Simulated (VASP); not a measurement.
Set up this calculation in VASP 6.6.1, as the native input.

```
Task                   : single point
Functional             : LDA
Potentials or basis    : VASP PAW LDA potentials, release 64 (Na_pv, B)
Cutoff                 : 520 eV
k mesh                 : 11 × 11 × 11
Occupations            : gaussian, width 0.05 eV
Spin                   : no spin polarisation
Dipole correction      : no
Further INCAR settings : ALGO = Normal; EDIFF = 1e-06; NBANDS = 12
```

The structure of NaB lies in POSCAR:

```
NaB
1.0
    3.7955640000      0.0000000000      0.0000000000
    1.8977820000      3.2870548457      0.0000000000
    1.8977820000      1.0956849486      3.0990650287
Na B
1 1
Direct
    0.0000000000      0.0000000000      0.0000000000
    0.5000000000      0.5000000000      0.5000000000
```

One way to write it, as run:

INCAR

```
SYSTEM = NaB
  PREC = Accurate
  ENCUT = 520
  EDIFF = 1E-6
  ISMEAR = 0
  SIGMA = 0.05
  LREAL = .FALSE.
  LASPH = .TRUE.
  NELM = 60
  ALGO = Normal
  ISIF = 2
  LWAVE = .FALSE.
  LCHARG = .TRUE.
  GGA = CA
  LELF = .TRUE.
  LVHAR = .TRUE.
  NBANDS = 12
```

KPOINTS

```
regular mesh
0
G
  11 11 11
  0 0 0
```

Potentials or basis: VASP PAW LDA potentials, release 64 (Na_pv, B).

Run with:

```console
$ cat potpaw_LDA.64/Na_pv/POTCAR potpaw_LDA.64/B/POTCAR > POTCAR
$ mpirun -np 1 vasp_std > vasp.out
```

It gave:

The pressure is -2.4 GPa and the band gap on the k mesh is zero (band 5 reaches 2.98 eV, above the bottom of band 6 at 0.09 eV).

Wall time 14 s on 1 thread of AMD EPYC 7R43 64-Core Processor (Zen 3) (shared host), peak memory 0.11 GiB.
